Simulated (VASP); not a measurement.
Input of a VASP 6.6.1 run:

INCAR

```
ALGO = Normal
EDIFF = 1E-6
ENCUT = 500
GGA = RP
GGA_COMPAT = F
ISIF = 2
ISMEAR = 0
ISYM = 0
LASPH = T
LCHARG = T
LELF = T
LREAL = F
LVHAR = T
LWAVE = F
NBANDS = 12
NELM = 120
PREC = Accurate
SIGMA = 0.1
```

KPOINTS

```
Automatic mesh
0
Gamma
  6 2 8
  0.89 0.71 0.51
```

File POSCAR:

```
Cd
1.0
    1.6080291515      0.9283960635      2.4492874100
   -1.6080291515      0.9283960635      2.4492874100
    0.0000000000     -1.8567921270      2.4492874100
Cd
1
Direct
    0.1540000000      0.9130000000      0.7710000000
```

Potentials or basis: VASP PAW PBE potentials, release 64 (Cd).

Launch:

```bash
$ cat potpaw_PBE.64/Cd/POTCAR > POTCAR
$ mpirun -np 1 vasp_std > vasp.out
```

Problem. Predict the pressure.

Solution. 5.3 GPa.

Problem. What does it give for the band gap on the k mesh?

Solution. Zero (band 6 reaches 4.00 eV, above the bottom of band 7 at 1.77 eV).

Stress tensor (GPa, compression positive):
```
 8.22  0.81  2.89
 0.81  5.45 -0.13
 2.89 -0.13  2.23
```

Caveat: the k points lie up to 1.21 Å⁻¹ apart; the PAW data sets were made with another functional, which shifts forces and pressure a little.
